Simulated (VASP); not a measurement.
As, 2 atoms in the cell. The cell holds a slab with vacuum, 2 atoms: a = 3.520 Å, b = 3.520 Å, c = 28.000 Å, α = 90.00°, β = 90.00°, γ = 120.00°. 

- Program: VASP 6.6.1
- Task: single point
- Functional: LDA
- Potentials or basis: VASP PAW LDA potentials, release 64 (As)
- Cutoff: 520 eV
- k mesh: 9 × 9 × 1
- Occupations: gaussian, width 0.02 eV
- Spin: no spin polarisation
- Dipole correction: yes
- Further INCAR settings: ALGO = Normal; EDIFF = 1e-06; NBANDS = 12

Potentials or basis: VASP PAW LDA potentials, release 64 (As).

Launch:

```sh
$ cat potpaw_LDA.64/As/POTCAR > POTCAR
$ mpirun -np 1 vasp_std > vasp.out
```

Hardware: 1 thread of Intel(R) Xeon(R) 6975P-C (Granite Rapids) (shared host).

Q: Estimate the wall time of this run.

A: Run time: 30 s on 1 thread of Intel(R) Xeon(R) 6975P-C (Granite Rapids), on a shared host, peak memory 0.3 GiB. Counts: scf iterations 20, k points 12.
